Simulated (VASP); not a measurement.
Set up this calculation in VASP 6.6.1, as the native input.

```
Task                   : single point
Functional             : PBE
Potentials or basis    : VASP PAW PBE potentials, release 64 (Mg)
Cutoff                 : 520 eV
k mesh                 : 15 × 15 × 8
Occupations            : gaussian, width 0.1 eV
Spin                   : no spin polarisation
Dipole correction      : no
Further INCAR settings : ALGO = Fast; EDIFF = 1e-07; NBANDS = 9
```

The structure of Mg lies in POSCAR:

```
Mg
1.0
    3.2100636632      0.0000000000      0.0000000000
   -1.6050318316      2.7799966801      0.0000000000
    0.0000000000      0.0000000000      5.1379319441
Mg
2
Direct
    0.3333333333      0.6666666667      0.2500000000
    0.6666666667      0.3333333333      0.7500000000
```

The input as run:

INCAR

```
SYSTEM = Mg
PREC = Accurate
ENCUT = 520
EDIFF = 1E-7
ISMEAR = 0
SIGMA = 0.1
LREAL = .FALSE.
LASPH = .TRUE.
NELM = 80
ALGO = Fast
ISIF = 2
LWAVE = .FALSE.
LCHARG = .TRUE.
GGA = PE
LELF = .TRUE.
LVHAR = .TRUE.
NBANDS = 9
```

KPOINTS

```
regular mesh
0
G
  15 15 8
  0 0 0
```

Potentials or basis: VASP PAW PBE potentials, release 64 (Mg).

The run is started by

```sh
$ cat potpaw_PBE.64/Mg/POTCAR > POTCAR
$ mpirun -np 1 vasp_std > vasp.out
```

It gave:

```
Pressure               : -0.1 GPa
Band gap on the k mesh : zero (band 2 reaches 3.53 eV, above the bottom of band 3 at 1.53 eV)
```

Run time: 23 s on 1 thread of Intel(R) Xeon(R) Platinum 8375C CPU @ 2.90GHz (Ice Lake), on a shared host, peak memory 0.19 GiB.
